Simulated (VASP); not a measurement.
# ZnCu (CsCl type) in VASP: settings compared, part 2 of 2

VASP 6.6.1. The steps go on from the part before.

## (4) Single point, PBE

The input, INCAR:

```
SYSTEM = ZnCu
PREC = Accurate
ENCUT = 520
EDIFF = 1E-6
ISMEAR = -1
SIGMA = 0.1
LREAL = .False.
LASPH = .True.
NELM = 80
ALGO = Normal
ISIF = 2
LWAVE = .False.
LCHARG = .False.
GGA = PE
NBANDS = 18
```

The input, KPOINTS:

```
Automatic mesh
0
Gamma
  8 8 8
  0 0 0
```

The input, POSCAR:

```
ZnCu
1.0
    2.9700000000      0.0000000000      0.0000000000
    0.0000000000      2.9700000000      0.0000000000
    0.0000000000      0.0000000000      2.9700000000
Cu Zn
1 1
Direct
    0.0067340067      0.0000000000      0.0000000000
    0.5000000000      0.5000000000      0.5000000000
```

Potentials or basis: VASP PAW PBE potentials, release 64 (Cu, Zn).

Launch:

```bash
$ cat potpaw_PBE.64/Cu/POTCAR potpaw_PBE.64/Zn/POTCAR > POTCAR
$ mpirun -np 1 vasp_std > vasp.out
```

OUTCAR:

```text
SYSTEM = ZnCu
   PREC = Accurate
   ENCUT = 520
   EDIFF = 1E-6
   ISMEAR = -1
   LREAL = .False.
   LASPH = .True.
   NELM = 80
   ISIF = 2
   GGA = PE

 ion  position               nearest neighbor table
   1  0.007  0.000  0.000-   2 2.56   2 2.56   2 2.56   2 2.56   2 2.58   2 2.58   2 2.58   2 2.58

   2  0.500  0.500  0.500-   1 2.56   1 2.56   1 2.56   1 2.56   1 2.58   1 2.58   1 2.58   1 2.58

  LATTYP: Found a simple cubic cell.
 ALAT       =     2.9700000000

  Lattice vectors:

 A1 = (   2.9700000000,   0.0000000000,   0.0000000000)
 A2 = (   0.0000000000,   2.9700000000,   0.0000000000)
 A3 = (   0.0000000000,   0.0000000000,   2.9700000000)

Analysis of symmetry for initial positions (statically):
=====================================================================
 Subroutine PRICEL returns:
 Original cell was already a primitive cell.

 Routine SETGRP: Setting up the symmetry group for a
 simple cubic supercell.

 Subroutine GETGRP returns: Found  8 space group operations
 (whereof  8 operations were pure point group operations)
 out of a pool of 48 trial point group operations.

The static configuration has the point symmetry C_4v.

Analysis of symmetry for dynamics (positions and initial velocities):
=====================================================================
 Subroutine PRICEL returns:
 Original cell was already a primitive cell.

 Routine SETGRP: Setting up the symmetry group for a
 simple cubic supercell.

 Subroutine GETGRP returns: Found  8 space group operations
 (whereof  8 operations were pure point group operations)
 out of a pool of 48 trial point group operations.

The dynamic configuration has the point symmetry C_4v.

 Subroutine INISYM returns: Found  8 space group operations
 (whereof  8 operations are pure point group operations),
[... 110 lines left out ...]
   EFERMI =   0.00;   METHOD = LEGACY
   ISMEAR =    -1;   SIGMA  =   0.10  broadening in eV -4-tet -1-fermi 0-gaus
   EFERMI_NEDOS =   21; number of points for ismear=-14 and -15
   IALGO  =     38    algorithm
   IMIX   =      4    mixing-type and parameters
     AMIX     =   0.40;   BMIX     =  1.00
     AMIX_MAG =   1.60;   BMIX_MAG =  1.00
  volume/ion in A,a.u.               =      13.10        88.40
  Fermi-wavevector in a.u.,A,eV,Ry     =   1.567573  2.962283 33.433376  2.457284
  Thomas-Fermi vector in A             =   2.669732
   LORBIT       =      0    0 simple, 1 ext, 2 COOP (PROOUT), +10 PAW based schemes
   GGA     = PE    functional components
   LHFCALC =     F    Hartree Fock is set to
   AEXX    =    0.0000 exact exchange contribution
   IVDW    =     0    specifies the selected vdW correction
   LEPSILON=     F    determine dielectric tensor
   LRPA    =     F    only Hartree local field effects (RPA)
 non-spin polarized calculation
  energy-cutoff  :      520.00
  volume of cell :       26.20
 maximum number of plane-waves:       739
 NGX is ok and might be reduce to    24
   NGX = 11   NGY = 11   NGZ = 11

 number of electron      23.0000016 magnetization

 Free energy of the ion-electron system (eV)
  ---------------------------------------------------
  ext. energy  EPLUGINS =         0.00000000
  ---------------------------------------------------
  free energy    TOTEN  =        -5.03244715 eV

  energy without entropy =       -5.01471889  energy(sigma->0) =       -5.02358302

 E-fermi :   5.1168     XC(G=0): -12.2597

 val. band max:        4.9411520620   @ k =   0.3750   0.2500   0.1250
 cond. band min:       5.1849400375   @ k =   0.1250   0.3750   0.3750
 fundamental gap:      0.2437879754
 Fermi energy:         5.1167706575

 k-point     1 :       0.0000    0.0000    0.0000
  band No.  band energies     occupation
      1      -4.8406      2.00000
      2      -2.4628      2.00000
      3      -2.4625      2.00000
      4      -1.8081      2.00000
      5      -1.8078      2.00000
      6      -1.8078      2.00000
[... 481 lines left out ...]
      5      -1.8900      2.00000
      6      -0.9200      2.00000
[... 10 lines left out ...]
     17      20.6232      0.00000
     18      21.5438      0.00000

 [... further k-points ...]

------------------------ aborting loop because EDIFF is reached ----------------------------------------

  FORCE on cell =-STRESS in cart. coord.  units (eV):
  Direction    XX          YY          ZZ          XY          YZ          ZX
  --------------------------------------------------------------------------------------
  -------------------------------------------------------------------------------------
  Total       -0.0078751     -0.0045309     -0.0045309      0.0000000      0.0000000      0.0000000
  in kB       -0.4816117     -0.2770923     -0.2770923      0.0000000      0.0000000      0.0000000
  external PRESSURE =      -0.3452654 kB  Pullay stress =       0.0000000 kB

 VOLUME and BASIS-vectors are now :
 -----------------------------------------------------------------------------
  energy-cutoff  :      520.00
  volume of cell :       26.20
      direct lattice vectors                 reciprocal lattice vectors
     2.970000000  0.000000000  0.000000000     0.336700337  0.000000000  0.000000000
     0.000000000  2.970000000  0.000000000     0.000000000  0.336700337  0.000000000
     0.000000000  0.000000000  2.970000000     0.000000000  0.000000000  0.336700337

 POSITION                                       TOTAL-FORCE (eV/Angst)
 -----------------------------------------------------------------------------------
      0.02000      0.00000      0.00000        -0.088151      0.000000     -0.000000
      1.48500      1.48500      1.48500         0.088151      0.000000      0.000000
 -----------------------------------------------------------------------------------
    total drift:                               -0.000853      0.000000      0.000013

  FREE ENERGIE OF THE ION-ELECTRON SYSTEM (eV)
  ---------------------------------------------------
  free  energy   TOTEN  =        -5.0324471472 eV

  energy  without entropy=       -5.0147188934  energy(sigma->0) =       -5.02358302
```

OSZICAR:

```text
N       E                     dE             d eps       ncg     rms          rms(c)
DAV:   1     0.112101714466E+03    0.11210E+03   -0.11497E+04  2980   0.211E+03
DAV:   2    -0.114794058386E+01   -0.11325E+03   -0.10846E+03  2708   0.296E+02
DAV:   3    -0.604526379820E+01   -0.48973E+01   -0.48402E+01  3020   0.748E+01
DAV:   4    -0.608750623447E+01   -0.42242E-01   -0.42225E-01  3082   0.652E+00
DAV:   5    -0.608805255165E+01   -0.54632E-03   -0.54630E-03  2998   0.776E-01    0.932E+00
DAV:   6    -0.599644546133E+01    0.91607E-01   -0.14600E+01  2886   0.895E+01    0.612E+00
DAV:   7    -0.504167801494E+01    0.95477E+00   -0.31841E+00  2902   0.843E+01    0.214E+00
DAV:   8    -0.504082507563E+01    0.85294E-03   -0.13712E-01  3724   0.495E+00    0.118E+00
DAV:   9    -0.503245160691E+01    0.83735E-02   -0.12310E-02  3028   0.243E+00    0.525E-02
DAV:  10    -0.503245778400E+01   -0.61771E-05   -0.68562E-04  4156   0.506E-01    0.477E-02
DAV:  11    -0.503244899632E+01    0.87877E-05   -0.94911E-05  3114   0.275E-01    0.927E-03
DAV:  12    -0.503244739681E+01    0.15995E-05   -0.85557E-06  3290   0.636E-02    0.987E-04
DAV:  13    -0.503244714715E+01    0.24966E-06   -0.24355E-07  1454   0.665E-03
   1 F= -.50324471E+01 E0= -.50235830E+01  d E =-.177283E-01
```

It took 34 s on 1 thread of AMD EPYC 7R13, shared host; peak memory 0.13 GiB.

What came out:

| Quantity | Value |
| --- | --- |
| Free energy | -5.0324 eV |
| Pressure | 0.0 GPa |
| Largest force | 0.088 eV/Å |
| Band gap on the k mesh | zero (an odd number of electrons rules out a gap without spin polarisation) |

Forces in eV/Å, atoms in the order of the input:
```
Cu  -0.088  0.000  0.000
Zn   0.088  0.000  0.000
```

Levels at points of the mesh, in eV from the Fermi level:
| k point | band 8 | band 9 | band 10 | band 11 | band 12 | band 13 | band 14 | band 15 | band 16 | band 17 |
| --- | --- | --- | --- | --- | --- | --- | --- | --- | --- | --- |
| (0.00, 0.00, 0.00) | -3.32 | -2.50 | -2.50 | -2.50 | 6.33 | 6.33 | 6.33 | 11.28 | 11.28 | 12.06 |
| (0.50, 0.00, 0.00) | -3.42 | -3.02 | -3.02 | -2.57 | -1.80 | 11.67 | 11.67 | 12.33 | 12.33 | 13.48 |
| (0.00, 0.50, 0.00) | -3.41 | -3.02 | -3.02 | -2.57 | -1.80 | 11.67 | 11.68 | 12.32 | 12.32 | 13.48 |
| (0.50, 0.50, 0.00) | -2.65 | -2.65 | -2.27 | -1.62 | -1.62 | 1.83 | 2.20 | 13.85 | 15.50 | 15.50 |
| (0.00, 0.50, 0.50) | -2.65 | -2.65 | -2.27 | -1.62 | -1.62 | 1.83 | 2.20 | 13.85 | 15.50 | 15.50 |
| (0.50, 0.50, 0.50) | -3.99 | -2.25 | -2.25 | 3.86 | 4.44 | 4.44 | 4.47 | 4.62 | 4.65 | 4.65 |

## (5) Single point, PBE

The input, INCAR:

```
PREC     = Accurate       # precision mode
ENCUT    = 520            # plane-wave cutoff, eV
EDIFF    = 1E-7           # SCF threshold, eV
ISMEAR   = -1             # smearing method
SIGMA    = 0.1            # smearing width, eV
LREAL    = False          # projectors in reciprocal space
LASPH    = True           # aspherical terms in the spheres
NELM     = 100            # most SCF steps
ALGO     = Normal         # electronic algorithm
ISIF     = 2              # what is computed and relaxed
LWAVE    = False          # write WAVECAR
LCHARG   = True           # write CHGCAR
GGA      = PE             # functional
LELF     = True           # ELF
LVHAR    = True         
NBANDS   = 18             # bands
```

The input, KPOINTS:

```
Automatic mesh
0
Gamma
  8 8 8
```

POSCAR is that of step 4.

Potentials or basis: VASP PAW PBE potentials, release 64 (Cu, Zn).

Launch:

```bash
$ cat potpaw_PBE.64/Cu/POTCAR potpaw_PBE.64/Zn/POTCAR > POTCAR
$ mpirun -np 1 vasp_std > vasp.out
```

OUTCAR:

```text
PREC = Accurate
   ENCUT = 520
   EDIFF = 1E-7
   ISMEAR = -1
   LREAL = False
   LASPH = True
   NELM = 100
   ISIF = 2
   GGA = PE

 ion  position               nearest neighbor table
   1  0.007  0.000  0.000-   2 2.56   2 2.56   2 2.56   2 2.56   2 2.58   2 2.58   2 2.58   2 2.58

   2  0.500  0.500  0.500-   1 2.56   1 2.56   1 2.56   1 2.56   1 2.58   1 2.58   1 2.58   1 2.58

  LATTYP: Found a simple cubic cell.
 ALAT       =     2.9700000000

  Lattice vectors:

 A1 = (   2.9700000000,   0.0000000000,   0.0000000000)
 A2 = (   0.0000000000,   2.9700000000,   0.0000000000)
 A3 = (   0.0000000000,   0.0000000000,   2.9700000000)

Analysis of symmetry for initial positions (statically):
=====================================================================
 Subroutine PRICEL returns:
 Original cell was already a primitive cell.

 Routine SETGRP: Setting up the symmetry group for a
 simple cubic supercell.

 Subroutine GETGRP returns: Found  8 space group operations
 (whereof  8 operations were pure point group operations)
 out of a pool of 48 trial point group operations.

The static configuration has the point symmetry C_4v.

[... 158 lines left out ...]
  energy without entropy =       -5.01471945  energy(sigma->0) =       -5.02358331

 E-fermi :   5.1167     XC(G=0): -12.2597

 val. band max:        4.9411017711   @ k =   0.3750   0.2500   0.1250
 cond. band min:       5.1849043743   @ k =   0.1250   0.3750   0.3750
 fundamental gap:      0.2438026032
 Fermi energy:         5.1167263560

 k-point     1 :       0.0000    0.0000    0.0000
  band No.  band energies     occupation
      1      -4.8406      2.00000
      2      -2.4628      2.00000
      3      -2.4625      2.00000
      4      -1.8081      2.00000
      5      -1.8078      2.00000
      6      -1.8078      2.00000
[... 481 lines left out ...]
      5      -1.8900      2.00000
      6      -0.9200      2.00000
[... 10 lines left out ...]
     17      20.6231      0.00000
     18      21.5438      0.00000

 [... further k-points ...]

------------------------ aborting loop because EDIFF is reached ----------------------------------------

  FORCE on cell =-STRESS in cart. coord.  units (eV):
  Direction    XX          YY          ZZ          XY          YZ          ZX
  --------------------------------------------------------------------------------------
  -------------------------------------------------------------------------------------
  Total        0.0000219      0.0033739      0.0033739      0.0000000      0.0000000      0.0000000
  in kB        0.0013400      0.2063354      0.2063354      0.0000000      0.0000000      0.0000000
  external PRESSURE =       0.1380036 kB  Pullay stress =       0.0000000 kB

 VOLUME and BASIS-vectors are now :
 -----------------------------------------------------------------------------
  energy-cutoff  :      520.00
  volume of cell :       26.20
      direct lattice vectors                 reciprocal lattice vectors
     2.970000000  0.000000000  0.000000000     0.336700337  0.000000000  0.000000000
     0.000000000  2.970000000  0.000000000     0.000000000  0.336700337  0.000000000
     0.000000000  0.000000000  2.970000000     0.000000000  0.000000000  0.336700337

 POSITION                                       TOTAL-FORCE (eV/Angst)
 -----------------------------------------------------------------------------------
      0.02000      0.00000      0.00000        -0.088154     -0.000000      0.000000
      1.48500      1.48500      1.48500         0.088154      0.000000     -0.000000
 -----------------------------------------------------------------------------------
    total drift:                               -0.000812      0.000000      0.000013

  FREE ENERGIE OF THE ION-ELECTRON SYSTEM (eV)
  ---------------------------------------------------
  free  energy   TOTEN  =        -5.0324471748 eV

  energy  without entropy=       -5.0147194484  energy(sigma->0) =       -5.02358331
```

Wall time 40 s (1 thread of AMD EPYC 7R13, shared host); peak memory 0.13 GiB.

What came out:

```yaml
Free_energy: -5.0324 eV
Pressure: 0.0 GPa
Largest_force: 0.088 eV/Å
Band_gap_on_the_k_mesh: zero (an odd number of electrons rules out a gap without spin polarisation)
```

Forces on the atoms (eV/Å):
```
Cu  -0.088  0.000  0.000
Zn   0.088  0.000  0.000
```

Levels at points of the mesh, in eV from the Fermi level:
```
           k point  band 10  band 11  band 12  band 13  band 14  band 15
(0.00, 0.00, 0.00)    -2.50    -2.50     6.33     6.33     6.33    11.28
(0.50, 0.00, 0.00)    -3.02    -2.57    -1.80    11.67    11.67    12.33
(0.00, 0.50, 0.00)    -3.02    -2.57    -1.80    11.67    11.68    12.32
(0.50, 0.50, 0.00)    -2.27    -1.62    -1.62     1.83     2.20    13.85
(0.00, 0.50, 0.50)    -2.27    -1.62    -1.62     1.83     2.20    13.85
(0.50, 0.50, 0.50)    -2.25     3.86     4.44     4.44     4.47     4.62
```

## (6) Single point, HSE06

This run uses another cell than the first one, of 12.05 Å³/atom.

The input, POSCAR:

```
ZnCu
1.0
    2.8885888139      0.0000000000      0.0000000000
    0.0000000000      2.8885888139      0.0000000000
    0.0000000000      0.0000000000      2.8885888139
Cu Zn
1 1
Direct
    0.0000000000      0.0000000000      0.0000000000
    0.5000000000      0.5000000000      0.5000000000
```

The input, INCAR.step1:

```
SYSTEM = ZnCu
PREC     = Accurate       ! precision mode
ENCUT    = 520            ! plane-wave cutoff, eV
EDIFF    = 1E-5           ! SCF threshold, eV
ISMEAR   = -1             ! smearing method
SIGMA    = 0.1            ! smearing width, eV
LREAL    = .FALSE.        ! projectors in reciprocal space
LASPH    = .TRUE.         ! aspherical terms in the spheres
NELM     = 80             ! most SCF steps
ALGO     = Normal         ! electronic algorithm
ISIF     = 2              ! what is computed and relaxed
LWAVE    = .TRUE.         ! write WAVECAR
LCHARG   = .FALSE.        ! write CHGCAR
NBANDS   = 18             ! bands
GGA      = PE             ! functional
```

The input, INCAR.step2:

```
SYSTEM = ZnCu
PREC     = Accurate       ! precision mode
ENCUT    = 520            ! plane-wave cutoff, eV
EDIFF    = 1E-7           ! SCF threshold, eV
ISMEAR   = -1             ! smearing method
SIGMA    = 0.1            ! smearing width, eV
LREAL    = .FALSE.        ! projectors in reciprocal space
LASPH    = .TRUE.         ! aspherical terms in the spheres
NELM     = 80             ! most SCF steps
ALGO     = Normal         ! electronic algorithm
ISIF     = 2              ! what is computed and relaxed
LWAVE    = .FALSE.        ! write WAVECAR
LCHARG   = .FALSE.        ! write CHGCAR
GGA      = PE             ! functional
LHFCALC  = .TRUE.         ! exact exchange
HFSCREEN = 0.2079         ! screening, 1/A
PRECFOCK = Normal       
NBANDS   = 18             ! bands
ISTART   = 1
```

The input, KPOINTS:

```
Automatic mesh
0
G
  4 4 4
  0 0 0
```

Potentials or basis: VASP PAW PBE potentials, release 64 (Cu, Zn).

Launch:

```bash
$ cat potpaw_PBE.64/Cu/POTCAR potpaw_PBE.64/Zn/POTCAR > POTCAR
$ cp INCAR.step1 INCAR
$ mpirun -np 1 vasp_std > vasp.out
$ cp INCAR.step2 INCAR
$ mpirun -np 1 vasp_std > vasp.out
```

It took 13 min on 1 thread of AMD EPYC 7R13, shared host; peak memory 0.22 GiB.

The run converged. Its results:

* Free energy: -5.2072 eV
* Pressure: 9.7 GPa
* Band gap on the k mesh: zero (an odd number of electrons rules out a gap without spin polarisation)

Levels at points of the mesh, in eV from the Fermi level:
```csv
k point,band 9,band 10,band 11,band 12,band 13,band 14
"(0.00, 0.00, 0.00)",-4.54,-4.54,-4.54,7.01,7.01,7.01
"(0.50, 0.00, 0.00)",-5.19,-5.19,-4.64,-3.37,13.11,13.11
"(0.50, 0.50, 0.00)",-4.73,-4.30,-2.69,-2.69,2.07,2.54
"(0.50, 0.50, 0.50)",-4.28,-4.28,4.59,4.59,4.59,4.83
```

Caveat: the k points lie up to 0.54 Å⁻¹ apart, too coarse for converged energies and pressures of a metal; the PAW data sets were made with another functional, which shifts forces and pressure a little.

## (7) Overview

| level | cell | k mesh | grid for exact exchange (PRECFOCK) | share of exact exchange | screening parameter | gap on the mesh (eV) | pressure (GPa) | largest force (eV/Å) |
| --- | --- | --- | --- | --- | --- | --- | --- | --- |
| PBE | a = 2.970 Å, 2 atoms, atomic positions A | 4 × 4 × 4 | - | - | - | none | -1.0 | 0.24 |
| PBE | a = 2.970 Å, 2 atoms, atomic positions B | 8 × 8 × 8 | - | - | - | none | 0.0 | - |
| PBE | a = 2.970 Å, 2 atoms, atomic positions C | 8 × 8 × 8 | - | - | - | none | 0.0 | 0.09 |
| HSE06 | a = 2.889 Å, 2 atoms, atomic positions B | 4 × 4 × 4 | Normal | 0.25 | 0.2079 1/Å | none | 9.7 | - |

Alike in all rows: task single point; potentials or basis VASP PAW PBE potentials, release 64 (Cu, Zn); no spin polarisation; cutoff (eV) 520; smearing fermi-dirac 0.1 eV.

Caveats: some runs use coarse meshes; the PAW data sets were made with another functional, which shifts forces and pressure a little (at least some runs).

Total energies depend on the potentials used, so only differences within one code and one set of settings carry meaning.

The gap in the log of VASP goes by the Fermi energy; the results here count the filled bands.